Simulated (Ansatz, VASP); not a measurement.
HC4 in VASP and in Ansatz

INCAR

```
SYSTEM = HC4
PREC = Accurate
ENCUT = 520
EDIFF = 1E-6
ISMEAR = 0
SIGMA = 0.1
LREAL = .False.
LASPH = .True.
NELM = 60
ALGO = Normal
ISIF = 2
LWAVE = .False.
LCHARG = .True.
LDIPOL = .True.
IDIPOL = 3
DIPOL = 0.5 0.5 0.231
GGA = PE
IVDW = 12
LELF = .True.
LVHAR = .True.
LVACPOTAV = .True.
NBANDS = 28
```

Contents of KPOINTS:

```
Automatic mesh
0
Gamma
  6 6 1
  0 0 0
```

POSCAR

```
HC4
1.0
    4.9313048819      0.0000000000      0.0000000000
   -2.4656524409      4.2706353015      0.0000000000
    0.0000000000      0.0000000000     18.0000331942
C H
8 2
Direct
    0.3333333333      0.1666666667      0.2222236565
    0.3333333333      0.6666666667      0.2222236565
    0.8333333333      0.1666666667      0.2222236565
    0.8333333333      0.6666666667      0.2222236565
    0.1666666667      0.3333333333      0.2222218124
    0.1666666667      0.8333333333      0.2222218124
    0.6666666667      0.3333333333      0.2222218124
    0.6666666667      0.8333333333      0.2222218124
    0.2401531283      0.1666666667      0.2650013554
    0.4265135384      0.1666666667      0.2650013554
```

Input for Ansatz:

```yaml
crystal:
  lattice:
    - [4.9313048819, 0.0, 0.0]
    - [-2.4656524409, 4.2706353015, 0.0]
    - [0.0, 0.0, 18.0000331942]
  atoms:
    - { symbol: C, position: [0.3333333333, 0.1666666667, 0.2222236565] }
    - { symbol: C, position: [0.3333333333, 0.6666666667, 0.2222236565] }
    - { symbol: C, position: [0.8333333333, 0.1666666667, 0.2222236565] }
    - { symbol: C, position: [0.8333333333, 0.6666666667, 0.2222236565] }
    - { symbol: C, position: [0.1666666667, 0.3333333333, 0.2222218124] }
    - { symbol: C, position: [0.1666666667, 0.8333333333, 0.2222218124] }
    - { symbol: C, position: [0.6666666667, 0.3333333333, 0.2222218124] }
    - { symbol: C, position: [0.6666666667, 0.8333333333, 0.2222218124] }
    - { symbol: H, position: [0.2401531283, 0.1666666667, 0.2650013554] }
    - { symbol: H, position: [0.4265135384, 0.1666666667, 0.2650013554] }
basis:
  ecutwfc: 420
kpoints:
  mp_grid: { grid: [6, 6, 1] }
hamiltonian:
  xc: pbe
  pseudopotentials: { kind: paw, azcp: { folder: soft_1 } }
  dispersion: d3bj
scf:
  occupations: { method: gaussian, width: 0.1 }
output:
  forces: true
  eigenvalues: true
efield:
  axis: 3
  dipole_correction: true
  ramp_width: 0.04
```

Alike in both runs: task single point; functional PBE; dispersion D3(BJ); k mesh 6 × 6 × 1; occupations gaussian, width 0.1 eV; no spin polarisation.

```csv
,VASP,Ansatz
version,VASP 6.6.1,Ansatz 0.2.0
potentials or method,"VASP PAW PBE potentials, release 64 (C, H), cutoff 520 eV","scalar-relativistic, plane waves, PAW"
valence electrons in the cell,34,34
```

Ansatz gave:

* gap on the k mesh at the Fermi level (eV): none
* rms of the force components (eV/Å): 5.416
* work function, face that differs most (eV): 3.67

Problem. Estimate VASP's values.

Solution. gap on the k mesh at the Fermi level (eV): none; rms of the force components (eV/Å): 5.476; work function, face that differs most (eV): 3.67.

Atom by atom the forces differ by 0.062 eV/Å (rms over components). A gap of «none» marks a metal or a gap that the smearing closes.
